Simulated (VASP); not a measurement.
# FeSi32C32 (a cell with a defect) in VASP: single point with PBEsol

Aim: the single point of FeSi32C32 (a cell with a defect) with PBEsol.

Everything below comes from runs of VASP 6.6.1. Logs are shortened: lines on timing, memory, paths and dates and some standing lists are left out, and cuts for length are marked.

## Step 1: The cell of the first run

The cell holds a defect, 65 atoms: a = 8.714 Å, b = 8.714 Å, c = 8.714 Å, α = 90.00°, β = 90.00°, γ = 90.00°.

## Step 2: Single point, PBEsol, collinear spin, ferromagnetic start

INCAR reads:

```
SYSTEM = FeSi32C32
PREC     = Accurate       ! precision mode
ENCUT    = 520            ! plane-wave cutoff, eV
EDIFF    = 1E-6           ! SCF threshold, eV
ISMEAR   = -1             ! smearing method
SIGMA    = 0.05           ! smearing width, eV
LREAL    = Auto         
LASPH    = .TRUE.         ! aspherical terms in the spheres
NELM     = 200            ! most SCF steps
ALGO     = Normal         ! electronic algorithm
ISIF     = 2              ! what is computed and relaxed
LWAVE    = .FALSE.        ! write WAVECAR
LCHARG   = .FALSE.        ! write CHGCAR
ISPIN    = 2              ! spin polarisation
MAGMOM   = 0 0 0 0 0 0 0 0 0 0 0 0 0 0 0 0 0 0 0 0 0 0 0 0 0 0 0 0 0 0 0 0 0 0 0 0 0 0 0 0 0 0 0 0 0 0 0 0 0 0 0 0 0 0 0 0 0 0 0 0 0 0 0 0 4 ! initial moments
LORBIT   = 11             ! projections on sites
LMAXMIX  = 4              ! l up to which the mixer works
GGA      = PS             ! functional
NBANDS   = 174            ! bands
GGA_COMPAT= .FALSE.
```

KPOINTS reads:

```
regular mesh
0
G
  1 1 1
  0 0 0
```

POSCAR reads:

```
FeSi32C32
1.0
    8.7137060000      0.0000000000      0.0000000000
    0.0000000000      8.7137060000      0.0000000000
    0.0000000000      0.0000000000      8.7137060000
Si C Fe
32 32 1
Direct
    0.0001550000      0.0001430000      0.0007640000
    0.0004540000      0.0004490000      0.4998240000
    0.9994230000      0.5006340000      0.0022840000
    0.9994790000      0.5003360000      0.4985370000
    0.5006350000      0.9994300000      0.0022830000
    0.5003620000      0.9994360000      0.4985430000
    0.4998210000      0.4998140000      0.0082890000
    0.5061310000      0.5061340000      0.4862080000
    0.2499370000      0.2499030000      0.9999440000
    0.2474560000      0.2474500000      0.4973560000
    0.2497110000      0.7526390000      0.0025370000
    0.2499620000      0.7499780000      0.4998420000
    0.7526330000      0.2497090000      0.0025500000
    0.7499970000      0.2499400000      0.4998470000
    0.7502660000      0.7502590000      0.0001960000
    0.7526450000      0.7526350000      0.4996110000
    0.2499180000      0.0004470000      0.2503660000
    0.2486030000      0.9994470000      0.7502740000
    0.2486410000      0.5003520000      0.2493900000
    0.2364110000      0.5060690000      0.7560140000
    0.7508610000      0.0001430000      0.2500730000
    0.7523400000      0.9994140000      0.7505520000
    0.7523580000      0.5006240000      0.2493500000
    0.7583660000      0.4998120000      0.7497490000
    0.0004730000      0.2499020000      0.2503680000
    0.9994510000      0.2486010000      0.7502630000
    0.0001600000      0.7508440000      0.2500610000
    0.9994250000      0.7523470000      0.7505570000
    0.5003810000      0.2486200000      0.2493860000
    0.5060740000      0.2363740000      0.7560260000
    0.5006430000      0.7523420000      0.2493600000
    0.4998120000      0.7583640000      0.7497340000
    0.1254290000      0.1254030000      0.1256090000
    0.1249580000      0.1249660000      0.6255230000
    0.1248030000      0.6262000000      0.1258050000
    0.1221470000      0.6273960000      0.6239940000
    0.6262080000      0.1248020000      0.1258190000
    0.6274100000      0.1221270000      0.6239910000
    0.6265760000      0.6265620000      0.1265860000
    0.6330750000      0.6331060000      0.6220710000
    0.3739230000      0.3738800000      0.1263680000
    0.3694160000      0.3694380000      0.6194850000
    0.3750880000      0.8768830000      0.1268050000
    0.3739080000      0.8764340000      0.6238440000
    0.8768910000      0.3750820000      0.1268090000
    0.8764480000      0.3739110000      0.6238370000
    0.8754100000      0.8754000000      0.1253380000
    0.8768710000      0.8768880000      0.6250000000
    0.3756310000      0.1249570000      0.3748840000
    0.3740580000      0.1221180000      0.8773530000
    0.3740800000      0.6273920000      0.3720330000
    0.3721690000      0.6329930000      0.8829910000
    0.8757010000      0.1254090000      0.3753450000
    0.8758930000      0.1247840000      0.8761030000
    0.8759120000      0.6261990000      0.3747120000
    0.8766580000      0.6265610000      0.8764860000
    0.1249850000      0.3756150000      0.3748800000
    0.1221410000      0.3740460000      0.8773420000
    0.1254240000      0.8756860000      0.3753310000
    0.1247840000      0.8758850000      0.8761170000
    0.6274120000      0.3740730000      0.3720250000
    0.6330170000      0.3721700000      0.8830020000
    0.6262160000      0.8758930000      0.3747200000
    0.6265520000      0.8766490000      0.8764960000
    0.4904760000      0.4904710000      0.7403470000
```

Potentials or basis: VASP PAW PBE potentials, release 64 (Si, C, Fe).

Launch:

```sh
cat potpaw_PBE.64/Si/POTCAR potpaw_PBE.64/C/POTCAR potpaw_PBE.64/Fe/POTCAR > POTCAR
mpirun -np 1 vasp_gam > vasp.out
```

OUTCAR:

```text
SYSTEM = FeSi32C32
   PREC = Accurate
   ENCUT = 520
   EDIFF = 1E-6
   ISMEAR = -1
   LREAL = Auto
   LASPH = .TRUE.
   NELM = 200
   ISIF = 2
   ISPIN = 2
   LORBIT = 11
   GGA = PS

 ion  position               nearest neighbor table
   1  0.000  0.000  0.001-  60 1.88  54 1.88  47 1.88  33 1.89  11 3.06  13 3.06  28 3.07  22 3.07
                            27 3.07  21 3.07  18 3.07  26 3.07  25 3.08  17 3.08   9 3.08  15 3.08
   2  0.000  0.000  0.500-  48 1.87  53 1.88  59 1.88  34 1.89  10 3.04  16 3.05  26 3.07  18 3.07
                            28 3.07  22 3.07  25 3.07  17 3.07  21 3.08  27 3.08  14 3.08  12 3.08
   3  0.999  0.501  0.002-  45 1.87  58 1.88  35 1.88  56 1.88  20 2.98  24 3.04  23 3.04  19 3.06
                            13 3.07  27 3.07  15 3.07  25 3.07   9 3.09  11 3.09  28 3.10  26 3.11
   4  0.999  0.500  0.499-  55 1.88  57 1.88  46 1.89  36 1.89  24 3.03  20 3.05  23 3.06  19 3.07
                            25 3.07  27 3.07  16 3.08  14 3.08  12 3.08  10 3.09  26 3.10  28 3.11
   5  0.501  0.999  0.002-  43 1.87  50 1.88  37 1.88  64 1.88  30 2.98  32 3.04  31 3.04  29 3.06
                            11 3.07  21 3.07  17 3.07  15 3.07   9 3.09  13 3.09  22 3.10  18 3.11
   6  0.500  0.999  0.499-  63 1.88  49 1.88  44 1.89  38 1.89  32 3.03  30 3.05  31 3.06  29 3.07
                            17 3.07  21 3.07  16 3.08  12 3.08  14 3.08  10 3.09  18 3.10  22 3.11
   7  0.500  0.500  0.008-  41 1.86  39 1.87  62 1.94  52 1.94  65 2.34  19 3.03  29 3.03  23 3.04
                            31 3.04   9 3.08  15 3.09  13 3.10  11 3.10
   8  0.506  0.506  0.486-  51 1.85  61 1.85  40 1.96  42 2.05  65 2.22  31 2.98  23 2.98  16 3.04
                            19 3.05  29 3.05  12 3.08  14 3.08
   9  0.250  0.250  1.000-  41 1.88  50 1.88  58 1.88  33 1.88   1 3.08  17 3.08  25 3.08  29 3.08
[... 65 lines left out ...]
  51  0.374  0.627  0.372-   8 1.85  31 1.88  12 1.88  19 1.89
  52  0.372  0.633  0.883-  11 1.82   7 1.94  32 1.94  20 1.96  65 2.04
  53  0.876  0.125  0.375-   2 1.88  25 1.88  14 1.89  21 1.89
  54  0.876  0.125  0.876-  26 1.88   1 1.88  22 1.88  13 1.88
  55  0.876  0.626  0.375-   4 1.88  27 1.88  23 1.88  16 1.88
  56  0.877  0.627  0.876-  24 1.87  15 1.88  28 1.88   3 1.88
  57  0.125  0.376  0.375-  10 1.88  19 1.88   4 1.88  25 1.89
  58  0.122  0.374  0.877-  20 1.85   3 1.88   9 1.88  26 1.89
  59  0.125  0.876  0.375-  17 1.88   2 1.88  12 1.89  27 1.89
  60  0.125  0.876  0.876-  18 1.88   1 1.88  28 1.88  11 1.88
  61  0.627  0.374  0.372-   8 1.85  23 1.88  14 1.88  29 1.89
  62  0.633  0.372  0.883-  13 1.82   7 1.94  24 1.94  30 1.96  65 2.04
  63  0.626  0.876  0.375-   6 1.88  21 1.88  31 1.88  16 1.88
  64  0.627  0.877  0.876-  32 1.87  15 1.88   5 1.88  22 1.88
  65  0.490  0.490  0.740-  42 1.83  52 2.04  62 2.04  40 2.04  20 2.22  30 2.22   8 2.22  24 2.34
                            32 2.34   7 2.34

  LATTYP: Found a simple cubic cell.
 ALAT       =     8.7137060000

  Lattice vectors:

 A1 = (   8.7137060000,   0.0000000000,   0.0000000000)
 A2 = (   0.0000000000,   8.7137060000,   0.0000000000)
 A3 = (   0.0000000000,   0.0000000000,   8.7137060000)

Analysis of symmetry for initial positions (statically):
=====================================================================
 Subroutine PRICEL returns:
 Original cell was already a primitive cell.

 Routine SETGRP: Setting up the symmetry group for a
 simple cubic supercell.

 Subroutine GETGRP returns: Found  1 space group operations
 (whereof  1 operations were pure point group operations)
 out of a pool of 48 trial point group operations.

The static configuration has the point symmetry C_1 .

Analysis of symmetry for dynamics (positions and initial velocities):
=====================================================================
 Subroutine PRICEL returns:
 Original cell was already a primitive cell.

 Routine SETGRP: Setting up the symmetry group for a
 simple cubic supercell.

 Subroutine GETGRP returns: Found  1 space group operations
 (whereof  1 operations were pure point group operations)
 out of a pool of 48 trial point group operations.

The dynamic configuration has the point symmetry C_1 .

Analysis of structural, dynamic, and magnetic symmetry:
=====================================================================
 Subroutine PRICEL returns:
 Original cell was already a primitive cell.
[... 227 lines left out ...]
   IALGO  =     38    algorithm
   IMIX   =      4    mixing-type and parameters
     AMIX     =   0.40;   BMIX     =  1.00
     AMIX_MAG =   1.60;   BMIX_MAG =  1.00
  volume/ion in A,a.u.               =      10.18        68.69
  Fermi-wavevector in a.u.,A,eV,Ry     =   1.205239  2.277572 19.763843  1.452601
  Thomas-Fermi vector in A             =   2.340941
   LORBIT       =     11    0 simple, 1 ext, 2 COOP (PROOUT), +10 PAW based schemes
   GGA     = PS    functional components
   LHFCALC =     F    Hartree Fock is set to
   AEXX    =    0.0000 exact exchange contribution
   IVDW    =     0    specifies the selected vdW correction
   LEPSILON=     F    determine dielectric tensor
   LRPA    =     F    only Hartree local field effects (RPA)
 spin polarized calculation
  energy-cutoff  :      520.00
  volume of cell :      661.62
 maximum number of plane-waves:      8923
 NGX is ok and might be reduce to    70
   NGX = 33   NGY = 33   NGZ = 33

 number of electron     263.9999981 magnetization       1.9935808

 Free energy of the ion-electron system (eV)
  ---------------------------------------------------
  ext. energy  EPLUGINS =         0.00000000
  ---------------------------------------------------
  free energy    TOTEN  =      -510.94075524 eV

  energy without entropy =     -510.92318760  energy(sigma->0) =     -510.93197142

 E-fermi :   8.8272     XC(G=0): -11.6103

 val. band max:        8.5994529128   @ k =   0.0000   0.0000   0.0000
 cond. band min:       9.0324652421   @ k =   0.0000   0.0000   0.0000
 fundamental gap:      0.4330123293
 Fermi energy:         8.8271888241

 spin component 1

 k-point     1 :       0.0000    0.0000    0.0000
  band No.  band energies     occupation
      1      -7.3138      1.00000
      2      -5.8104      1.00000
      3      -5.6914      1.00000
      4      -5.6911      1.00000
      5      -5.6806      1.00000
      6      -5.6684      1.00000
[... 136 lines left out ...]
    143      12.4179      0.00000
    144      12.4731      0.00000
 Fermi energy:         8.8271888241

 spin component 2

 k-point     1 :       0.0000    0.0000    0.0000
  band No.  band energies     occupation
      1      -7.2862      1.00000
      2      -5.7688      1.00000
      3      -5.6718      1.00000
      4      -5.6715      1.00000
      5      -5.6604      1.00000
      6      -5.6598      1.00000
[... 136 lines left out ...]
    143      12.4401      0.00000
    144      12.5435      0.00000
 [bands above 144 left out]

------------------------ aborting loop because EDIFF is reached ----------------------------------------

  FORCE on cell =-STRESS in cart. coord.  units (eV):
  Direction    XX          YY          ZZ          XY          YZ          ZX
  --------------------------------------------------------------------------------------
  -------------------------------------------------------------------------------------
  Total       12.5709108     12.5621390     12.5476704     -1.0877678     -1.0744237     -1.0778851
  in kB       30.4416803     30.4204383     30.3854012     -2.6341353     -2.6018213     -2.6102033
  external PRESSURE =      30.4158399 kB  Pullay stress =       0.0000000 kB

 VOLUME and BASIS-vectors are now :
 -----------------------------------------------------------------------------
  energy-cutoff  :      520.00
  volume of cell :      661.62
      direct lattice vectors                 reciprocal lattice vectors
     8.713706000  0.000000000  0.000000000     0.114761733  0.000000000  0.000000000
     0.000000000  8.713706000  0.000000000     0.000000000  0.114761733  0.000000000
     0.000000000  0.000000000  8.713706000     0.000000000  0.000000000  0.114761733

 POSITION                                       TOTAL-FORCE (eV/Angst)
 -----------------------------------------------------------------------------------
      0.00135      0.00125      0.00666         0.039382      0.042052      0.168740
      0.00396      0.00391      4.35532         0.085507      0.083380     -0.202191
      8.70868      4.36238      0.01990         0.052678      0.074202      0.035319
      8.70917      4.35978      4.34410         0.043946      0.063743      0.053167
      4.36239      8.70874      0.01989         0.076998      0.048295      0.038591
      4.36001      8.70879      4.34416         0.059420      0.049531      0.052546
[... 57 lines left out ...]
      5.45959      7.63886      7.63753         0.006740     -0.228746     -0.008646
      4.27386      4.27382      6.45117         0.606775      0.602146      0.593541
 -----------------------------------------------------------------------------------
    total drift:                               -0.011298     -0.010433     -0.001432

  FREE ENERGIE OF THE ION-ELECTRON SYSTEM (eV)
  ---------------------------------------------------
  free  energy   TOTEN  =      -510.9407552353 eV

  energy  without entropy=     -510.9231876049  energy(sigma->0) =     -510.93197142

 total charge

# of ion       s       p       d       tot
------------------------------------------
    1        0.699   0.983   0.000   1.682
    2        0.699   0.985   0.000   1.684
    3        0.699   0.982   0.000   1.681
    4        0.699   0.978   0.000   1.677
    5        0.699   0.982   0.000   1.681
    6        0.699   0.979   0.000   1.677
[... 57 lines left out ...]
   64        0.830   1.718   0.000   2.548
   65        0.529   0.924   6.860   8.312
--------------------------------------------------
tot         49.447  87.051   6.860 143.358

 magnetization (x)

# of ion       s       p       d       tot
------------------------------------------
    1        0.000   0.001   0.000   0.001
    2       -0.000   0.001   0.000   0.001
    3        0.000   0.001   0.000   0.001
    4       -0.000   0.001   0.000   0.001
    5        0.000   0.001   0.000   0.001
    6       -0.000   0.001   0.000   0.001
[... 57 lines left out ...]
   64       -0.001   0.006   0.000   0.005
   65        0.003   0.013   1.103   1.119
--------------------------------------------------
tot          0.006   0.505   1.103   1.615
```

Run time: 7.6 min. Hardware: 1 thread of AMD EPYC 9R45 (Zen 5), shared host; peak memory 0.93 GiB.

What came out:

```yaml
Free_energy: -510.9408 eV
Pressure: 3.0 GPa
Largest_force: 1.041 eV/Å
Net_moment: 1.99 μB per cell
Site_moments: Si +0.00, -0.01, -0.00 (each value once); C +0.00, +0.01, +0.04, +0.20 (each value once); Fe +1.12 μB
Valence_electrons_inside_the_program's_atomic_spheres: Si 1.68, 1.67, 1.69 (each value once); C 2.54, 2.55, 2.51, 2.46, 2.56 (each value once); Fe 8.31
```

Forces on the atoms (eV/Å):
```
Si   0.039  0.042  0.169
Si   0.086  0.083 -0.202
Si   0.053  0.074  0.035
Si   0.044  0.064  0.053
Si   0.077  0.048  0.039
Si   0.059  0.050  0.053
Si   0.016  0.016  0.681
Si  -0.005 -0.010 -0.541
Si  -0.049 -0.044  0.136
Si  -0.077 -0.080 -0.072
Si  -0.237  0.217  0.220
Si  -0.054  0.141 -0.045
Si   0.221 -0.239  0.218
Si   0.140 -0.050 -0.046
Si   0.105  0.106  0.102
Si   0.224  0.221 -0.239
Si  -0.204  0.085  0.088
Si   0.049  0.048  0.060
Si   0.045  0.059  0.037
Si  -0.573 -0.007 -0.004
Si   0.171  0.044  0.042
Si   0.044  0.049  0.078
Si   0.046  0.080  0.046
Si   0.675  0.018  0.014
Si   0.083 -0.204  0.087
Si   0.048  0.051  0.063
Si   0.043  0.171  0.044
Si   0.048  0.042  0.074
Si   0.056  0.045  0.043
Si  -0.005 -0.566 -0.006
Si   0.079  0.047  0.043
Si   0.018  0.675  0.019
C    0.007  0.009 -0.102
C    0.096  0.092 -0.013
C    0.083 -0.063 -0.178
C    0.083 -0.063 -0.122
C   -0.061  0.079 -0.179
C   -0.065  0.084 -0.121
C   -0.007 -0.007 -0.228
C   -0.388 -0.392  0.238
C   -0.052 -0.048 -0.151
C   -0.103 -0.106 -0.121
C    0.071 -0.139 -0.134
C   -0.066 -0.155 -0.054
C   -0.137  0.068 -0.135
C   -0.156 -0.065 -0.053
C   -0.056 -0.056 -0.053
C   -0.138 -0.143  0.080
C   -0.017  0.095  0.091
C   -0.136  0.080 -0.075
C   -0.125 -0.061  0.080
C    0.233 -0.367 -0.377
C   -0.107  0.010 -0.001
C   -0.193  0.088 -0.068
C   -0.186 -0.063  0.078
C   -0.229  0.006 -0.007
C    0.094 -0.018  0.090
C    0.079 -0.135 -0.072
C    0.009 -0.107  0.003
C    0.090 -0.192 -0.071
C   -0.063 -0.125  0.083
C   -0.371  0.232 -0.380
C   -0.064 -0.186  0.077
C    0.007 -0.229 -0.009
Fe   0.607  0.602  0.594
```

Caveat: the k points lie up to 0.72 Å⁻¹ apart; the PAW data sets were made with another functional, which shifts forces and pressure a little.
